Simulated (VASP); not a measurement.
Crystal: Al5Ga3N8.

```
CELL_PARAMETERS angstrom
8.84695 0.00000 0.00000
0.00000 8.84695 0.00000
0.00000 0.00000 8.84695
ATOMIC_POSITIONS crystal
Ga 0.00233 0.00175 0.99428
Ga 0.99420 0.99976 0.50174
Ga 0.99597 0.49688 0.00125
Ga 0.00202 0.50438 0.49665
Ga 0.25412 0.25017 0.99757
Ga 0.25073 0.25039 0.50372
Ga 0.24851 0.49598 0.25739
Ga 0.24862 0.49797 0.75035
Ga 0.74783 0.99863 0.75191
Ga 0.00102 0.24618 0.74790
Ga 0.50155 0.25060 0.75392
Ga 0.49850 0.74603 0.24942
Al 0.49660 0.00135 0.00541
Al 0.49962 0.00249 0.49890
Al 0.49750 0.49907 0.99972
Al 0.49710 0.49980 0.49856
Al 0.24894 0.74967 0.99604
Al 0.25117 0.75309 0.49940
Al 0.75303 0.25041 0.00060
Al 0.74970 0.24979 0.50257
Al 0.75074 0.74562 0.00318
Al 0.75368 0.74784 0.49940
Al 0.25022 0.99758 0.24944
Al 0.25159 0.99699 0.74633
Al 0.74884 0.99817 0.25179
Al 0.75155 0.49989 0.24905
Al 0.74946 0.49523 0.74877
Al 0.00100 0.24791 0.24630
Al 0.99946 0.75165 0.25161
Al 0.99930 0.75155 0.74740
Al 0.50081 0.24726 0.24724
Al 0.50051 0.75140 0.74972
N 0.12568 0.12501 0.12457
N 0.12672 0.12360 0.62377
N 0.12792 0.62117 0.12232
N 0.13022 0.62241 0.62687
N 0.62621 0.12663 0.12960
N 0.62660 0.12471 0.62577
N 0.62513 0.62617 0.12298
N 0.62355 0.62096 0.62278
N 0.37173 0.37499 0.12373
N 0.37333 0.37095 0.62712
N 0.37100 0.87130 0.12450
N 0.37851 0.87731 0.62289
N 0.87302 0.37442 0.12861
N 0.87511 0.37211 0.62373
N 0.87343 0.87579 0.12812
N 0.87511 0.87551 0.62784
N 0.37555 0.12608 0.37658
N 0.37745 0.12624 0.87341
N 0.37412 0.62271 0.37480
N 0.37152 0.62706 0.87816
N 0.87302 0.12335 0.37122
N 0.87760 0.12705 0.87392
N 0.87303 0.62436 0.37865
N 0.87322 0.62506 0.87772
N 0.12267 0.37752 0.37480
N 0.12351 0.37660 0.87678
N 0.12649 0.87453 0.37329
N 0.12575 0.87374 0.87989
N 0.62652 0.37515 0.37227
N 0.62499 0.37429 0.87648
N 0.62400 0.87594 0.37829
N 0.62096 0.87231 0.87612
```

- Program: VASP 6.6.1
- Task: relaxation of volume and atoms at fixed shape
- Functional: PBEsol
- Potentials or basis: VASP PAW PBE potentials, release 64 (Ga_d, Al, N)
- Cutoff: 700 eV
- k mesh: 1 × 1 × 1, shifted
- Occupations: fermi-dirac, width 0.05 eV
- Spin: no spin polarisation

At the start: pressure 0.3 GPa; volume 10.82 Å³/atom.

Task: Where does the relaxation end?

Result: Over 13 steps the energy falls by 24.2 meV/atom and the volume is 10.80 Å³/atom (-0.1 %); space group P1 (No. 1, to 0.1 Å) before and after.

Step by step:
| step | energy change (eV) | largest force (eV/Å) | pressure (GPa) | volume (Å³) |
| --- | --- | --- | --- | --- |
| 1 | 0.0000 | 2.1229 | 0.32 | 692.44 |
| 2 | -1.2001 | 1.0527 | -0.84 | 694.61 |
| 3 | -1.2978 | 0.7774 | -0.76 | 694.13 |
| 4 | -1.4828 | 0.3141 | 0.49 | 689.48 |
| 5 | -1.4828 | 0.3095 | 0.47 | 689.55 |
| 6 | -1.5308 | 0.1596 | -0.09 | 691.44 |
| 7 | -1.5309 | 0.1645 | -0.11 | 691.48 |
| 8 | -1.5433 | 0.0710 | -0.05 | 691.26 |
| 9 | -1.5434 | 0.0776 | -0.03 | 691.23 |
| 10 | -1.5467 | 0.0419 | 0.04 | 690.97 |
| 11 | -1.5469 | 0.0514 | 0.07 | 690.90 |
| 12 | -1.5482 | 0.0330 | -0.05 | 691.32 |
| 13 | -1.5483 | 0.0294 | -0.09 | 691.45 |

Final structure:
```
Ga Al N
1.0
     8.84274    0.00000    0.00000
     0.00000    8.84274    0.00000
     0.00000    0.00000    8.84274
Ga Al N
12 20 32
Direct
  0.99974 0.99746 0.00177
  0.99905 0.99741 0.49856
  0.99720 0.50107 0.00140
  0.99765 0.50155 0.49940
  0.25180 0.24799 0.00170
  0.25147 0.24781 0.49879
  0.25091 0.50063 0.25023
  0.25171 0.50274 0.75024
  0.74807 0.99751 0.75040
  0.99785 0.24914 0.74977
  0.50201 0.24922 0.75067
  0.50096 0.75031 0.25042
  0.50021 0.99799 0.00116
  0.50022 0.99827 0.49924
  0.50212 0.50061 0.00048
  0.50233 0.50013 0.49985
  0.25083 0.75052 0.99992
  0.25093 0.75103 0.50031
  0.74790 0.24971 0.00249
  0.74839 0.24972 0.49769
  0.74871 0.74881 0.00034
  0.74829 0.74871 0.49984
  0.25076 0.99821 0.25027
  0.25157 0.99621 0.74996
  0.74865 0.99927 0.24978
  0.74866 0.49922 0.25041
  0.74825 0.50105 0.75009
  0.99724 0.24841 0.25006
  0.99834 0.75012 0.25015
  0.99911 0.74952 0.75038
  0.50204 0.24853 0.25019
  0.50029 0.74953 0.74997
  0.12477 0.12419 0.13200
  0.12753 0.12042 0.62803
  0.12481 0.63101 0.12528
  0.12480 0.63104 0.62469
  0.62445 0.12337 0.12506
  0.62519 0.12393 0.61881
  0.62795 0.62211 0.12348
  0.62450 0.62516 0.62532
  0.38225 0.37515 0.12553
  0.37835 0.37754 0.62246
  0.37258 0.87699 0.12297
  0.37674 0.87434 0.62468
  0.87135 0.37191 0.12882
  0.86767 0.37486 0.62445
  0.87054 0.87113 0.12816
  0.87393 0.86820 0.62503
  0.37911 0.12058 0.37126
  0.37600 0.11786 0.87479
  0.37607 0.62509 0.38156
  0.37933 0.62812 0.87952
  0.87126 0.12641 0.37239
  0.87083 0.12622 0.87905
  0.87051 0.62811 0.37129
  0.87133 0.62808 0.87211
  0.12131 0.37165 0.37222
  0.12520 0.37515 0.87560
  0.12812 0.87092 0.37153
  0.12739 0.87115 0.87236
  0.62452 0.37523 0.37487
  0.62847 0.37777 0.87873
  0.62828 0.87749 0.37816
  0.62146 0.87097 0.87897
```

Caveat: the PAW data sets were made with another functional, which shifts forces and pressure a little.
